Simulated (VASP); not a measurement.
A run of VASP 6.6.1:

File INCAR:

```
SYSTEM = MgO
ALGO = Normal
EDIFF = 1E-7
ENCUT = 520
GGA = PS
ISIF = 2
ISMEAR = 0
LASPH = .TRUE.
LCHARG = .FALSE.
LREAL = .FALSE.
LWAVE = .FALSE.
NBANDS = 11
NELM = 100
PREC = Accurate
SIGMA = 0.01
```

The input KPOINTS:

```
k-points
0
G
  6 6 6
  0 0 0
```

Contents of POSCAR:

```
MgO
1.0
    0.0000000000      2.0472995000      2.0472995000
    2.0472995000      0.0000000000      2.0472995000
    2.0472995000      2.0472995000      0.0000000000
Mg O
1 1
Direct
    0.0000000000      0.0000000000      0.0000000000
    0.5000000000      0.5000000000      0.5000000000
```

Potentials or basis: VASP PAW PBE potentials, release 64 (Mg, O).

Run with:

```bash
$ cat potpaw_PBE.64/Mg/POTCAR potpaw_PBE.64/O/POTCAR > POTCAR
$ mpirun -np 1 vasp_std > vasp.out
```

Hardware: 1 thread of Intel Xeon 8259CL, with other jobs on the host.

Q: How long does it take, and how much memory?

A: Run time: 6.6 s on 1 thread of Intel Xeon 8259CL, on a shared host, peak memory 0.14 GiB. Counts: scf iterations 13, k points 16.
